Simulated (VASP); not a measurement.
# GeW (Pnma) in VASP: notebook

GeW is run at these levels: PBE; tasks: single point.

Program: VASP 6.6.1. These are calculated values, not measurements. Logs are shortened: lines on timing, memory, paths and dates and some standing lists are left out, and cuts for length are marked.

## 1. The cell of the first run

Symmetry: Pnma, No. 62, orthorhombic system. Conventional cell: a = 6.064 Å, b = 3.269 Å, c = 6.620 Å, α = 90.00°, β = 90.00°, γ = 90.00°. Ge (site symmetry m) has 6 W at 2.56 to 2.77 Å and 4 Ge at 2.75 to 3.27 Å within 3.4 Å. Within 3.4 Å of W (site symmetry m) lie 6 Ge at 2.56 to 2.77 Å and 6 W at 2.79 to 3.27 Å.

## 2. Single point, PBE

Contents of INCAR:

```
SYSTEM = GeW
ALGO = Normal
EDIFF = 1E-6
ENCUT = 500
GGA = PE
GGA_COMPAT = .False.
ISIF = 2
ISMEAR = 0
LASPH = .True.
LCHARG = .True.
LELF = .True.
LREAL = .False.
LVHAR = .True.
LWAVE = .False.
NBANDS = 66
NELM = 120
PREC = Accurate
SIGMA = 0.2
```

Contents of KPOINTS:

```
k-points
0
Gamma
  3 5 3
  0 0 0
```

Contents of POSCAR:

```
GeW
1.0
    6.0637198547      0.0000000000      0.0000000000
    0.0000000000      3.2692324695      0.0000000000
    0.0000000000      0.0000000000      6.6196084801
Ge W
4 4
Direct
    0.1691626189      0.2500000000      0.5621274775
    0.3308373811      0.7500000000      0.0621274775
    0.8308373811      0.7500000000      0.4378725225
    0.6691626189      0.2500000000      0.9378725225
    0.5063297204      0.2500000000      0.3296137163
    0.9936702796      0.7500000000      0.8296137163
    0.4936702796      0.7500000000      0.6703862837
    0.0063297204      0.2500000000      0.1703862837
```

Potentials or basis: VASP PAW PBE potentials, release 64 (Ge_d, W_sv).

Launch:

```bash
cat potpaw_PBE.64/Ge_d/POTCAR potpaw_PBE.64/W_sv/POTCAR > POTCAR
mpirun -np 1 vasp_std > vasp.out
```

OUTCAR:

```text
SYSTEM = GeW
   EDIFF = 1E-6
   ENCUT = 500
   GGA = PE
   ISIF = 2
   ISMEAR = 0
   LASPH = .True.
   LREAL = .False.
   NELM = 120
   PREC = Accurate

 ion  position               nearest neighbor table
   1  0.169  0.250  0.562-   5 2.56   6 2.63   6 2.63   7 2.66   7 2.66   3 2.75   3 2.75   8 2.77

   2  0.331  0.750  0.062-   6 2.56   5 2.63   5 2.63   8 2.66   8 2.66   4 2.75   4 2.75   7 2.77

   3  0.831  0.750  0.438-   7 2.56   8 2.63   8 2.63   5 2.66   5 2.66   1 2.75   1 2.75   6 2.77

   4  0.669  0.250  0.938-   8 2.56   7 2.63   7 2.63   6 2.66   6 2.66   2 2.75   2 2.75   5 2.77

   5  0.506  0.250  0.330-   1 2.56   2 2.63   2 2.63   3 2.66   3 2.66   4 2.77   7 2.79   7 2.79
                             8 3.21   8 3.21
   6  0.994  0.750  0.830-   2 2.56   1 2.63   1 2.63   4 2.66   4 2.66   3 2.77   8 2.79   8 2.79
                             7 3.21   7 3.21
   7  0.494  0.750  0.670-   3 2.56   4 2.63   4 2.63   1 2.66   1 2.66   2 2.77   5 2.79   5 2.79
                             6 3.21   6 3.21
   8  0.006  0.250  0.170-   4 2.56   3 2.63   3 2.63   2 2.66   2 2.66   1 2.77   6 2.79   6 2.79
                             5 3.21   5 3.21

  LATTYP: Found a simple orthorhombic cell.
 ALAT       =     3.2692324695
 B/A-ratio  =     1.8547839321
 C/A-ratio  =     2.0248203644

  Lattice vectors:

 A1 = (   0.0000000000,  -3.2692324695,   0.0000000000)
 A2 = (   6.0637198547,   0.0000000000,   0.0000000000)
 A3 = (   0.0000000000,   0.0000000000,   6.6196084801)

Analysis of symmetry for initial positions (statically):
=====================================================================
 Subroutine PRICEL returns:
 Original cell was already a primitive cell.

 Routine SETGRP: Setting up the symmetry group for a
 simple orthorhombic supercell.

 Subroutine GETGRP returns: Found  8 space group operations
 (whereof  2 operations were pure point group operations)
 out of a pool of  8 trial point group operations.

The static configuration has the point symmetry S_2 .
 The point group associated with its full space group is D_2h.

Analysis of symmetry for dynamics (positions and initial velocities):
=====================================================================
 Subroutine PRICEL returns:
 Original cell was already a primitive cell.

 Routine SETGRP: Setting up the symmetry group for a
 simple orthorhombic supercell.

 Subroutine GETGRP returns: Found  8 space group operations
 (whereof  2 operations were pure point group operations)
[... 108 lines left out ...]
   ISIF   =      2    stress and relaxation
   ISYM   =      2    0-nonsym 1-usesym 2-fastsym
   POTIM  = 0.5000    time-step for ionic-motion
   TEBEG  =    0.0;   TEEND  =   0.0 temperature during run
   PSTRESS=    0.0 pullay stress
   NELECT =     112.0000    total number of electrons
   NUPDOWN=      -1.0000    fix difference up-down
   EMIN   =  10.00;   EMAX   =-10.00  energy-range for DOS
   EFERMI =   0.00;   METHOD = LEGACY
   ISMEAR =     0;   SIGMA  =   0.20  broadening in eV -4-tet -1-fermi 0-gaus
   EFERMI_NEDOS =   21; number of points for ismear=-14 and -15
   IALGO  =     38    algorithm
   IMIX   =      4    mixing-type and parameters
     AMIX     =   0.40;   BMIX     =  1.00
     AMIX_MAG =   1.60;   BMIX_MAG =  1.00
  volume/ion in A,a.u.               =      16.40       110.69
  Fermi-wavevector in a.u.,A,eV,Ry     =   1.552894  2.934544 32.810166  2.411479
  Thomas-Fermi vector in A             =   2.657203
   LORBIT       =      0    0 simple, 1 ext, 2 COOP (PROOUT), +10 PAW based schemes
   GGA     = PE    functional components
   LHFCALC =     F    Hartree Fock is set to
   AEXX    =    0.0000 exact exchange contribution
   IVDW    =     0    specifies the selected vdW correction
   LEPSILON=     F    determine dielectric tensor
   LRPA    =     F    only Hartree local field effects (RPA)
 non-spin polarized calculation
 Gauss-broadening in eV      SIGMA  =   0.20
  energy-cutoff  :      500.00
  volume of cell :      131.23
 maximum number of plane-waves:      3347
 NGX is ok and might be reduce to    48
   NGX = 23   NGY = 11   NGZ = 25

 number of electron     112.0000029 magnetization

 Free energy of the ion-electron system (eV)
  ---------------------------------------------------
  ext. energy  EPLUGINS =         0.00000000
  ---------------------------------------------------
  free energy    TOTEN  =       -68.79989971 eV

  energy without entropy =      -68.74235736  energy(sigma->0) =      -68.77112853

 E-fermi :   9.2465     XC(G=0): -12.6734

 val. band max:        9.2391386462   @ k =   0.0000   0.0000   0.3333
 cond. band min:       9.2775454564   @ k =   0.3333   0.0000   0.0000
 fundamental gap:      0.0384068103
 Fermi energy:         9.2465239733

 k-point     1 :       0.0000    0.0000    0.0000
  band No.  band energies     occupation
      1     -64.8118      2.00000
      2     -64.8046      2.00000
      3     -64.7648      2.00000
      4     -64.7576      2.00000
      5     -29.2059      2.00000
      6     -29.1981      2.00000
[... 817 lines left out ...]
     65      12.5702      0.00000
     66      13.1180      0.00000

------------------------ aborting loop because EDIFF is reached ----------------------------------------

  FORCE on cell =-STRESS in cart. coord.  units (eV):
  Direction    XX          YY          ZZ          XY          YZ          ZX
  --------------------------------------------------------------------------------------
  -------------------------------------------------------------------------------------
  Total        0.4923342      0.1193314      0.1400134     -0.0000000      0.0000000      0.0000000
  in kB        6.0110914      1.4569613      1.7094755     -0.0000000      0.0000000      0.0000000
  external PRESSURE =       3.0591761 kB  Pullay stress =       0.0000000 kB

 VOLUME and BASIS-vectors are now :
 -----------------------------------------------------------------------------
  energy-cutoff  :      500.00
  volume of cell :      131.23
      direct lattice vectors                 reciprocal lattice vectors
     6.063719855  0.000000000  0.000000000     0.164915270  0.000000000  0.000000000
     0.000000000  3.269232469  0.000000000     0.000000000  0.305882194  0.000000000
     0.000000000  0.000000000  6.619608480     0.000000000  0.000000000  0.151066336

 POSITION                                       TOTAL-FORCE (eV/Angst)
 -----------------------------------------------------------------------------------
      1.02575      0.81731      3.72106        -0.024295      0.000000      0.004344
      2.00611      2.45192      0.41126         0.024295     -0.000000      0.004344
      5.03797      2.45192      2.89854         0.024295     -0.000000     -0.004344
      4.05761      0.81731      6.20835        -0.024295     -0.000000     -0.004344
      3.07024      0.81731      2.18191        -0.016460     -0.000000      0.008574
      6.02534      2.45192      5.49172         0.016460     -0.000000      0.008574
      2.99348      2.45192      4.43769         0.016460     -0.000000     -0.008574
      0.03838      0.81731      1.12789        -0.016460      0.000000     -0.008574
 -----------------------------------------------------------------------------------
    total drift:                                0.000000      0.000000     -0.000000

  FREE ENERGIE OF THE ION-ELECTRON SYSTEM (eV)
  ---------------------------------------------------
  free  energy   TOTEN  =       -68.7998997051 eV

  energy  without entropy=      -68.7423573584  energy(sigma->0) =      -68.77112853
```

OSZICAR:

```text
N       E                     dE             d eps       ncg     rms          rms(c)
DAV:   1     0.161626156734E+04    0.16163E+04   -0.53455E+04  2044   0.407E+03
DAV:   2     0.192976647063E+03   -0.14233E+04   -0.13854E+04  1600   0.109E+03
DAV:   3    -0.496361402880E+02   -0.24261E+03   -0.23197E+03  1634   0.272E+02
DAV:   4    -0.715715330924E+02   -0.21935E+02   -0.20851E+02  1936   0.771E+01
DAV:   5    -0.722993223107E+02   -0.72779E+00   -0.71984E+00  1912   0.151E+01    0.378E+01
DAV:   6    -0.691772194340E+02    0.31221E+01   -0.11421E+01  2016   0.137E+01    0.121E+01
DAV:   7    -0.688412406483E+02    0.33598E+00   -0.12179E+00  1952   0.701E+00    0.334E+00
DAV:   8    -0.688056900027E+02    0.35551E-01   -0.15555E-01  1944   0.220E+00    0.594E-01
DAV:   9    -0.688000733327E+02    0.56167E-02   -0.21466E-02  1936   0.115E+00    0.187E-01
DAV:  10    -0.687998803932E+02    0.19294E-03   -0.31118E-03  1944   0.361E-01    0.118E-01
DAV:  11    -0.687998920049E+02   -0.11612E-04   -0.34646E-04  2064   0.142E-01    0.265E-02
DAV:  12    -0.687999004281E+02   -0.84232E-05   -0.26543E-05  1832   0.374E-02    0.185E-02
DAV:  13    -0.687998997051E+02    0.72298E-06   -0.41164E-06  1504   0.127E-02
   1 F= -.68799900E+02 E0= -.68771129E+02  d E =-.575423E-01
```

stdout:

```text
POSCAR found type information on POSCAR GeW
 POSCAR found :  2 types and       8 ions
 scaLAPACK will be used
 LDA part: xc-table for (Slater+PW92), standard interpolation
 POSCAR, INCAR and KPOINTS ok, starting setup
 FFT: planning ... GRIDC
 FFT: planning ... GRID_SOFT
 FFT: planning ... GRID
 WAVECAR not read
 entering main loop
```

It took 2.8 min on 1 thread of Intel Xeon 8259CL, shared host; peak memory 0.26 GiB.

What came out:

| Item | Value |
| --- | --- |
| Free energy | -68.7999 eV |
| Pressure | 0.3 GPa |
| Largest force | 0.025 eV/Å |
| Band gap on the k mesh | zero (bands 56 and 57 overlap by 0.19 eV) |

Forces on the atoms (eV/Å):
```
Ge  -0.024  0.000  0.004
Ge   0.024  0.000  0.004
Ge   0.024  0.000 -0.004
Ge  -0.024  0.000 -0.004
W   -0.016  0.000  0.009
W    0.016  0.000  0.009
W    0.016  0.000 -0.009
W   -0.016  0.000 -0.009
```

Levels at points of the mesh, in eV from the Fermi level:
| k point | band 53 | band 54 | band 55 | band 56 | band 57 | band 58 | band 59 | band 60 |
| --- | --- | --- | --- | --- | --- | --- | --- | --- |
| (0.00, 0.00, 0.00) | -1.31 | -0.09 | 0.08 | 0.09 | 0.45 | 0.62 | 1.11 | 1.48 |

Caveat: the k points lie up to 0.38 Å⁻¹ apart; spin-orbit coupling is left out, which moves the levels of the heavy elements.

## 3. Single point, PBE

Contents of INCAR:

```
ALGO = Normal ; EDIFF = 1E-6
ENCUT = 500 ; GGA = PE
GGA_COMPAT = F ; ISIF = 2
ISMEAR = 0 ; LASPH = T
LCHARG = F ; LREAL = F
LWAVE = F ; NBANDS = 66
NELM = 120 ; PREC = Accurate
SIGMA = 0.2
```

Contents of KPOINTS:

```
k-points
0
Gamma
  3 5 3
```

Contents of POSCAR:

```
GeW
1.0
    6.0753563079      0.0000000000      0.0000000000
    0.0000000000      3.2667391983      0.0000000000
    0.0000000000      0.0000000000      6.6166314566
Ge W
4 4
Direct
    0.8312162509      0.7500000000      0.5619682687
    0.1687837491      0.2500000000      0.4380317313
    0.6687837491      0.2500000000      0.0619682687
    0.3312162509      0.7500000000      0.9380317313
    0.9938182965      0.7500000000      0.1698314540
    0.0061817035      0.2500000000      0.8301685460
    0.5061817035      0.2500000000      0.6698314540
    0.4938182965      0.7500000000      0.3301685460
```

Potentials or basis: VASP PAW PBE potentials, release 64 (Ge_d, W_sv).

Launch:

```bash
cat potpaw_PBE.64/Ge_d/POTCAR potpaw_PBE.64/W_sv/POTCAR > POTCAR
mpirun -np 1 vasp_std > vasp.out
```

It took 2.4 min on 1 thread of Intel Xeon 8259CL, shared host; peak memory 0.26 GiB.

It converged, with:

```
Free energy            : -68.8005 eV
Pressure               : 0.2 GPa
Largest force          : 0.018 eV/Å
Band gap on the k mesh : zero (bands 56 and 57 overlap by 0.21 eV)
```

Forces on the atoms (eV/Å):
```
Ge   0.004  0.000  0.013
Ge  -0.004  0.000 -0.013
Ge  -0.004  0.000  0.013
Ge   0.004  0.000 -0.013
W   -0.006  0.000  0.016
W    0.006  0.000 -0.016
W    0.006  0.000  0.016
W   -0.006  0.000 -0.016
```

Levels at points of the mesh, in eV from the Fermi level:
```
           k point  band 52  band 53  band 54  band 55  band 56  band 57  band 58  band 59  band 60  band 61
(0.00, 0.00, 0.00)    -1.33    -1.31    -0.10     0.08     0.09     0.43     0.64     1.08     1.49     1.89
```

Caveat: the k points lie up to 0.38 Å⁻¹ apart; spin-orbit coupling is left out, which moves the levels of the heavy elements.
